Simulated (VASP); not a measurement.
# Ti (P6_3/mmc) in VASP: further runs, part 2 of 3

VASP 6.6.1. Earlier steps stand in the parts before.

## 4. Single point, PBEsol+D4

This run uses another cell than the first one, of 16.57 Å³/atom, 1.273 times its volume.

Input file INCAR:

```
SYSTEM = Ti
PREC = Accurate ; ENCUT = 520
EDIFF = 1E-6 ; ISMEAR = -1
SIGMA = 0.05 ; LREAL = .False.
LASPH = .True. ; NELM = 80
ALGO = Normal ; ISIF = 2
LWAVE = .False. ; LCHARG = .False.
GGA = PS ; IVDW = 13
NBANDS = 19
```

Input file KPOINTS:

```
regular mesh
0
Gamma
  10 10 6
  0 0 0
```

Input file POSCAR:

```
Ti
1.0
    2.8950772314      0.0000000000      0.0000000000
   -1.4475386157      2.5072104283      0.0000000000
    0.0000000000      0.0000000000      4.5651115563
Ti
2
Direct
    0.6666666667      0.3333333333      0.7500000000
    0.3333333333      0.6666666667      0.2500000000
```

Potentials or basis: VASP PAW PBE potentials, release 64 (Ti_sv).

Started as:

```bash
$ cat potpaw_PBE.64/Ti_sv/POTCAR > POTCAR
$ mpirun -np 1 vasp_std > vasp.out
```

OUTCAR:

```text
SYSTEM = Ti
   PREC = Accurate
   ENCUT = 520
   EDIFF = 1E-6
   ISMEAR = -1
   LREAL = .False.
   LASPH = .True.
   NELM = 80
   ISIF = 2
   GGA = PS
   IVDW = 13

 ion  position               nearest neighbor table
   1  0.667  0.333  0.750-   2 2.83   2 2.83   2 2.83   2 2.83   2 2.83   2 2.83
   2  0.333  0.667  0.250-   1 2.83   1 2.83   1 2.83   1 2.83   1 2.83   1 2.83

  LATTYP: Found a hexagonal cell.
 ALAT       =     2.8950772314
 C/A-ratio  =     1.5768531170

  Lattice vectors:

 A1 = (   2.8950772314,   0.0000000000,   0.0000000000)
 A2 = (  -1.4475386157,   2.5072104283,   0.0000000000)
 A3 = (   0.0000000000,   0.0000000000,   4.5651115563)

Analysis of symmetry for initial positions (statically):
=====================================================================
 Subroutine PRICEL returns:
 Original cell was already a primitive cell.

 Routine SETGRP: Setting up the symmetry group for a
 hexagonal supercell.

 Subroutine GETGRP returns: Found 24 space group operations
 (whereof 12 operations were pure point group operations)
 out of a pool of 24 trial point group operations.

The static configuration has the point symmetry D_3d.
 The point group associated with its full space group is D_6h.

Analysis of symmetry for dynamics (positions and initial velocities):
=====================================================================
 Subroutine PRICEL returns:
 Original cell was already a primitive cell.

 Routine SETGRP: Setting up the symmetry group for a
 hexagonal supercell.

 Subroutine GETGRP returns: Found 24 space group operations
 (whereof 12 operations were pure point group operations)
 out of a pool of 24 trial point group operations.

The dynamic configuration has the point symmetry D_3d.
 The point group associated with its full space group is D_6h.

 Subroutine INISYM returns: Found 24 space group operations
 (whereof 12 operations are pure point group operations),
 and found     1 'primitive' translations

----------------------------------------------------------------------------------------

                                     Primitive cell

  volume of cell :      33.1362

  direct lattice vectors                    reciprocal lattice vectors
     2.895077231  0.000000000  0.000000000     0.345413929  0.199424825  0.000000000
    -1.447538616  2.507210428  0.000000000     0.000000000  0.398849649  0.000000000
     0.000000000  0.000000000  4.565111556     0.000000000  0.000000000  0.219052697

  length of vectors
     2.895077231  2.895077231  4.565111556     0.398849649  0.398849649  0.219052697

  position of ions in fractional coordinates (direct lattice)
     0.666666667  0.333333333  0.750000000
     0.333333333  0.666666667  0.250000000

  ion indices of the primitive-cell ions
   primitive index   ion index
                 1           1
                 2           2

----------------------------------------------------------------------------------------

 KPOINTS: regular mesh

Automatic generation of k-mesh.
 Grid dimensions read from file:
 generate k-points for:   10   10    6

 Generating k-lattice:

  Cartesian coordinates                     Fractional coordinates (reciprocal lattice)
     0.034541393  0.019942482  0.000000000     0.100000000  0.000000000  0.000000000
     0.000000000  0.039884965  0.000000000     0.000000000  0.100000000  0.000000000
     0.000000000  0.000000000  0.036508783     0.000000000  0.000000000  0.166666667

  Length of vectors
     0.039884965  0.039884965  0.036508783

  Shift w.r.t. Gamma in fractional coordinates (k-lattice)
     0.000000000  0.000000000  0.000000000

 Subroutine IBZKPT returns following result:
 ===========================================

 Found     56 irreducible k-points:

 Following reciprocal coordinates:
            Coordinates               Weight
  0.000000  0.000000  0.000000      1.000000
  0.100000  0.000000  0.000000      6.000000
  0.200000  0.000000  0.000000      6.000000
  0.300000  0.000000  0.000000      6.000000
  0.400000 -0.000000  0.000000      6.000000
  0.500000  0.000000  0.000000      3.000000
[... 16 lines left out ...]
  0.300000  0.100000  0.166667     24.000000
  0.400000  0.100000  0.166667     24.000000
 [... further k-points ...]
   k-points           NKPTS =     56   k-points in BZ     NKDIM =     56   number of bands    NBANDS=     19
   number of dos      NEDOS =    301   number of ions     NIONS =      2
   total plane-waves  NPLWV =  20736
   dimension x,y,z NGX =    24 NGY =   24 NGZ =   36
   dimension x,y,z NGXF=    48 NGYF=   48 NGZF=   72
   ions per type =               2
   NGX,Y,Z   is equivalent  to a cutoff of  13.78, 13.78, 13.11 a.u.
   NGXF,Y,Z  is equivalent  to a cutoff of  27.56, 27.56, 26.22 a.u.
 SYSTEM =  Ti
   PREC   = accura    normal or accurate (medium, high low for compatibility)
   ISTART =      0    job   : 0-new  1-cont  2-samecut
   ICHARG =      2    charge: 1-file 2-atom 10-const
   ISPIN  =      1    spin polarized calculation?
   LNONCOLLINEAR =      F non collinear calculations
   LSORBIT =      F    spin-orbit coupling
   LASPH  =      T    aspherical Exc in radial PAW
   ENCUT  =  520.0 eV  38.22 Ry    6.18 a.u.   5.38  5.38  8.49*2*pi/ulx,y,z
   NELM   =     80;   NELMIN=  2; NELMDL= -5     # of ELM steps
   EDIFF  = 0.1E-05   stopping-criterion for ELM
   LREAL  =      F    real-space projection
   EDIFFG = 0.1E-04   stopping-criterion for IOM
   NSW    =      0    number of steps for IOM
   IBRION =     -1    ionic relax: 0-MD 1-quasi-New 2-CG
   NFREE  =      0    steps in history (QN), initial steepest desc. (CG)
   ISIF   =      2    stress and relaxation
   ISYM   =      2    0-nonsym 1-usesym 2-fastsym
   POTIM  = 0.5000    time-step for ionic-motion
   TEBEG  =    0.0;   TEEND  =   0.0 temperature during run
   PSTRESS=    0.0 pullay stress
   NELECT =      24.0000    total number of electrons
   NUPDOWN=      -1.0000    fix difference up-down
   EMIN   =  10.00;   EMAX   =-10.00  energy-range for DOS
   EFERMI =   0.00;   METHOD = LEGACY
   ISMEAR =    -1;   SIGMA  =   0.05  broadening in eV -4-tet -1-fermi 0-gaus
   EFERMI_NEDOS =   21; number of points for ismear=-14 and -15
   IALGO  =     38    algorithm
   IMIX   =      4    mixing-type and parameters
     AMIX     =   0.40;   BMIX     =  1.00
     AMIX_MAG =   1.60;   BMIX_MAG =  1.00
  volume/ion in A,a.u.               =      16.57       111.81
  Fermi-wavevector in a.u.,A,eV,Ry     =   1.470205  2.778284 29.409017  2.161502
  Thomas-Fermi vector in A             =   2.585490
   LORBIT       =      0    0 simple, 1 ext, 2 COOP (PROOUT), +10 PAW based schemes
   GGA     = PS    functional components
   LHFCALC =     F    Hartree Fock is set to
   AEXX    =    0.0000 exact exchange contribution
   IVDW    =    13    specifies the selected vdW correction
   LEPSILON=     F    determine dielectric tensor
   LRPA    =     F    only Hartree local field effects (RPA)
 non-spin polarized calculation
  energy-cutoff  :      520.00
  volume of cell :       33.14
 maximum number of plane-waves:       917
 NGX is ok and might be reduce to    24
   NGX = 11   NGY = 11   NGZ = 17

 number of electron      23.9999998 magnetization

 Free energy of the ion-electron system (eV)
  ---------------------------------------------------
  ext. energy  EPLUGINS =         0.00000000
  ---------------------------------------------------
  free energy    TOTEN  =       -16.68463084 eV

  energy without entropy =      -16.66565848  energy(sigma->0) =      -16.67514466

 E-fermi :   8.7075     XC(G=0): -11.8624

 val. band max:        8.6919113503   @ k =   0.3000   0.2000   0.5000
 cond. band min:       8.7396851727   @ k =   0.3000   0.2000   0.3333
 fundamental gap:      0.0477738224
 Fermi energy:         8.7075363761

 k-point     1 :       0.0000    0.0000    0.0000
  band No.  band energies     occupation
      1     -47.8352      2.00000
      2     -47.6636      2.00000
      3     -24.5910      2.00000
      4     -23.8349      2.00000
      5     -23.8349      2.00000
      6     -23.7473      2.00000
[... 11 lines left out ...]
     18      10.3941      0.00000
     19      12.0584      0.00000
[... 485 lines left out ...]
 k-point    24 :       0.4000    0.1000    0.1667
  band No.  band energies     occupation
      1     -47.6869      2.00000
      2     -47.6383      2.00000
      3     -24.4131      2.00000
      4     -24.2763      2.00000
      5     -24.1501      2.00000
      6     -24.0074      2.00000
[... 11 lines left out ...]
     18      12.3568      0.00000
     19      13.1280      0.00000

 [... further k-points ...]

------------------------ aborting loop because EDIFF is reached ----------------------------------------

  DFT-D4 for vdW energy calculation

  Edisp (eV):   -0.24577

  FORCE on cell =-STRESS in cart. coord.  units (eV):
  Direction    XX          YY          ZZ          XY          YZ          ZX
  --------------------------------------------------------------------------------------
  -------------------------------------------------------------------------------------
  Total      -0.05674    -0.05674    -0.05662    -0.00000    -0.00000     0.00000
  in kB      -2.74327    -2.74327    -2.73752    -0.00000    -0.00000     0.00000
  external pressure =       -2.74 kB  Pullay stress =        0.00 kB

 VOLUME and BASIS-vectors are now :
 -----------------------------------------------------------------------------
  energy-cutoff  :      520.00
  volume of cell :       33.14
      direct lattice vectors                 reciprocal lattice vectors
     2.895077231  0.000000000  0.000000000     0.345413929  0.199424825  0.000000000
    -1.447538616  2.507210428  0.000000000     0.000000000  0.398849649  0.000000000
     0.000000000  0.000000000  4.565111556     0.000000000  0.000000000  0.219052697

 POSITION                                       TOTAL-FORCE (eV/Angst)
 -----------------------------------------------------------------------------------
      1.44754      0.83574      3.42383        -0.000000      0.000000      0.000000
     -0.00000      1.67147      1.14128         0.000000      0.000000      0.000000
 -----------------------------------------------------------------------------------
    total drift:                               -0.000000      0.000000     -0.000000

  FREE ENERGIE OF THE ION-ELECTRON SYSTEM (eV)
  ---------------------------------------------------
  free  energy   TOTEN  =       -16.9304052548 eV

  energy  without entropy=      -16.9114328962  energy(sigma->0) =      -16.92091908
```

OSZICAR:

```text
N       E                     dE             d eps       ncg     rms          rms(c)
DAV:   1     0.263571503442E+03    0.26357E+03   -0.12886E+04  2144   0.159E+03
DAV:   2     0.114842327931E+02   -0.25209E+03   -0.24780E+03  2197   0.444E+02
DAV:   3    -0.177165026736E+02   -0.29201E+02   -0.28838E+02  3946   0.125E+02
DAV:   4    -0.188373064813E+02   -0.11208E+01   -0.11197E+01  2469   0.255E+01
DAV:   5    -0.188890832056E+02   -0.51777E-01   -0.51772E-01  3154   0.391E+00    0.130E+01
DAV:   6    -0.166912171147E+02    0.21979E+01   -0.75879E+00  2469   0.282E+01    0.325E+00
DAV:   7    -0.166642327629E+02    0.26984E-01   -0.80305E-01  3165   0.659E+00    0.213E+00
DAV:   8    -0.166932261344E+02   -0.28993E-01   -0.22674E-01  2330   0.556E+00    0.777E-01
DAV:   9    -0.166840584411E+02    0.91677E-02   -0.50392E-02  2385   0.234E+00    0.789E-02
DAV:  10    -0.166845883559E+02   -0.52991E-03   -0.37622E-03  3022   0.354E-01    0.935E-02
DAV:  11    -0.166846409111E+02   -0.52555E-04   -0.16413E-04  2500   0.924E-02    0.436E-02
DAV:  12    -0.166846309580E+02    0.99531E-05   -0.45046E-05  2320   0.609E-02    0.413E-03
DAV:  13    -0.166846308389E+02    0.11914E-06   -0.15188E-06  1683   0.109E-02
   1 F= -.16930405E+02 E0= -.16920919E+02  d E =-.189724E-01
```

It took 18 s on 1 thread of Intel Xeon 6975P-C, shared host; peak memory 0.17 GiB.

Results:

| Quantity | Value |
| --- | --- |
| Free energy | -16.9304 eV |
| Pressure | -0.3 GPa |
| Band gap on the k mesh | zero (band 12 reaches 9.51 eV, above the bottom of band 13 at 8.52 eV) |
| Dispersion energy per atom | -0.123 eV |

Caveat: the PAW data sets were made with another functional, which shifts forces and pressure a little; pairwise dispersion overbinds metals, which lowers pressure and volume.

## 5. Single point, PBE+D3(BJ)

This run uses another cell than the first one, of 16.50 Å³/atom, 1.268 times its volume.

Input file INCAR:

```
SYSTEM = Ti
PREC = Accurate
ENCUT = 520
EDIFF = 1E-6
ISMEAR = -1
SIGMA = 0.05
LREAL = .False.
LASPH = .True.
NELM = 80
ALGO = Normal
ISIF = 2
LWAVE = .False.
LCHARG = .False.
GGA = PE
IVDW = 12
NBANDS = 19
```

Input file KPOINTS:

```
Automatic mesh
0
Gamma
  10 10 6
  0 0 0
```

Input file POSCAR:

```
Ti
1.0
    2.8903584095      0.0000000000      0.0000000000
   -1.4451792048      2.5031238087      0.0000000000
    0.0000000000      0.0000000000      4.5625899924
Ti
2
Direct
    0.6666666667      0.3333333333      0.7500000000
    0.3333333333      0.6666666667      0.2500000000
```

Potentials or basis: VASP PAW PBE potentials, release 64 (Ti_sv).

Started as:

```bash
$ cat potpaw_PBE.64/Ti_sv/POTCAR > POTCAR
$ mpirun -np 1 vasp_std > vasp.out
```

OUTCAR:

```text
SYSTEM = Ti
   PREC = Accurate
   ENCUT = 520
   EDIFF = 1E-6
   ISMEAR = -1
   LREAL = .False.
   LASPH = .True.
   NELM = 80
   ISIF = 2
   GGA = PE
   IVDW = 12
 IVDW          = 12

 ion  position               nearest neighbor table
   1  0.667  0.333  0.750-   2 2.83   2 2.83   2 2.83   2 2.83   2 2.83   2 2.83
   2  0.333  0.667  0.250-   1 2.83   1 2.83   1 2.83   1 2.83   1 2.83   1 2.83

  LATTYP: Found a hexagonal cell.
 ALAT       =     2.8903584095
 C/A-ratio  =     1.5785550946

  Lattice vectors:

 A1 = (   2.8903584095,   0.0000000000,   0.0000000000)
 A2 = (  -1.4451792048,   2.5031238087,   0.0000000000)
 A3 = (   0.0000000000,   0.0000000000,   4.5625899924)

Analysis of symmetry for initial positions (statically):
=====================================================================
 Subroutine PRICEL returns:
 Original cell was already a primitive cell.

 Routine SETGRP: Setting up the symmetry group for a
 hexagonal supercell.

 Subroutine GETGRP returns: Found 24 space group operations
 (whereof 12 operations were pure point group operations)
 out of a pool of 24 trial point group operations.

The static configuration has the point symmetry D_3d.
 The point group associated with its full space group is D_6h.
[... 161 lines left out ...]

 E-fermi :   8.8811     XC(G=0): -11.7396

 val. band max:        8.8650025676   @ k =   0.3000   0.2000   0.5000
 cond. band min:       8.9164873974   @ k =   0.3000   0.2000   0.3333
 fundamental gap:      0.0514848297
 Fermi energy:         8.8811130861

 k-point     1 :       0.0000    0.0000    0.0000
  band No.  band energies     occupation
      1     -47.8896      2.00000
      2     -47.7197      2.00000
      3     -24.5431      2.00000
      4     -23.7894      2.00000
      5     -23.7894      2.00000
      6     -23.7038      2.00000
[... 505 lines left out ...]
      6     -23.9619      2.00000
[... 11 lines left out ...]
     18      12.5288      0.00000
     19      13.3026      0.00000

 [... further k-points ...]

------------------------ aborting loop because EDIFF is reached ----------------------------------------

 Edisp (eV)   -1.26902

 E8    (eV) :    -0.6026

  FORCE on cell =-STRESS in cart. coord.  units (eV):
  Direction    XX          YY          ZZ          XY          YZ          ZX
  --------------------------------------------------------------------------------------
  -------------------------------------------------------------------------------------
  Total      -0.06684    -0.06684    -0.06754     0.00000    -0.00000    -0.00000
  in kB      -3.24391    -3.24391    -3.27818     0.00000    -0.00000    -0.00000
  external pressure =       -3.26 kB  Pullay stress =        0.00 kB

 VOLUME and BASIS-vectors are now :
 -----------------------------------------------------------------------------
  energy-cutoff  :      520.00
  volume of cell :       33.01
      direct lattice vectors                 reciprocal lattice vectors
     2.890358410  0.000000000  0.000000000     0.345977854  0.199750407  0.000000000
    -1.445179205  2.503123809  0.000000000     0.000000000  0.399500814  0.000000000
     0.000000000  0.000000000  4.562589992     0.000000000  0.000000000  0.219173759

 POSITION                                       TOTAL-FORCE (eV/Angst)
 -----------------------------------------------------------------------------------
      1.44518      0.83437      3.42194         0.000000     -0.000000      0.000000
     -0.00000      1.66875      1.14065        -0.000000      0.000000      0.000000
 -----------------------------------------------------------------------------------
    total drift:                               -0.000000      0.000000     -0.000000

  FREE ENERGIE OF THE ION-ELECTRON SYSTEM (eV)
  ---------------------------------------------------
  free  energy   TOTEN  =       -16.9160259584 eV

  energy  without entropy=      -16.8972544056  energy(sigma->0) =      -16.90664018
```

stdout:

```text
POSCAR found type information on POSCAR Ti
 POSCAR found :  1 types and       2 ions
 scaLAPACK will be used
 LDA part: xc-table for (Slater+PW92), standard interpolation
 POSCAR, INCAR and KPOINTS ok, starting setup
 FFT: planning ... GRIDC
 FFT: planning ... GRID_SOFT
 FFT: planning ... GRID
 WAVECAR not read
 entering main loop
```

Run time: 19 s. Hardware: 1 thread of Intel Xeon 6975P-C, shared host; peak memory 0.18 GiB.

Results:

```
Free energy                : -16.9160 eV
Pressure                   : -0.3 GPa
Band gap on the k mesh     : zero (band 12 reaches 9.69 eV, above the bottom of band 13 at 8.68 eV)
Dispersion energy per atom : -0.635 eV
```

Caveat: pairwise dispersion overbinds metals, which lowers pressure and volume.

[end of part 2 of 3]
